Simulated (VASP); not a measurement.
A run of VASP 6.6.1 is set up as follows.

The input INCAR:

```
SYSTEM = Te
  PREC = Accurate
  ENCUT = 520
  EDIFF = 1E-7
  ISMEAR = 0
  SIGMA = 0.1
  LREAL = .False.
  LASPH = .True.
  NELM = 60
  ALGO = Normal
  ISIF = 2
  LWAVE = .False.
  LCHARG = .True.
  GGA = PS
  LELF = .True.
  LVHAR = .True.
  NBANDS = 13
```

File KPOINTS:

```
regular mesh
0
Gamma
  7 7 7
  0 0 0
```

File POSCAR:

```
Te
1.0
   -2.9577900000      3.8759700000      1.5351500000
    2.9577900000     -3.8759700000      1.5351500000
    2.9577900000      3.8759700000     -1.5351500000
Te
2
Direct
    0.9990700000      0.2490700000      0.7500000000
    0.0009300000      0.7509300000      0.2500000000
```

Potentials or basis: VASP PAW PBE potentials, release 64 (Te).

The run is started by

```sh
$ cat potpaw_PBE.64/Te/POTCAR > POTCAR
$ mpirun -np 1 vasp_std > vasp.out
```

Task: What does it give for the band gap on the k mesh?

Result: Zero (bands 6 and 7 overlap by 4.04 eV).

Task: What does it give for the pressure?

Result: -1.3 GPa.

Forces in eV/Å, atoms in the order of the input:
```
Te   0.000  0.000  0.002
Te   0.000  0.000 -0.002
```

Caveat: the PAW data sets were made with another functional, which shifts forces and pressure a little; spin-orbit coupling is left out, which moves the levels of the heavy elements.
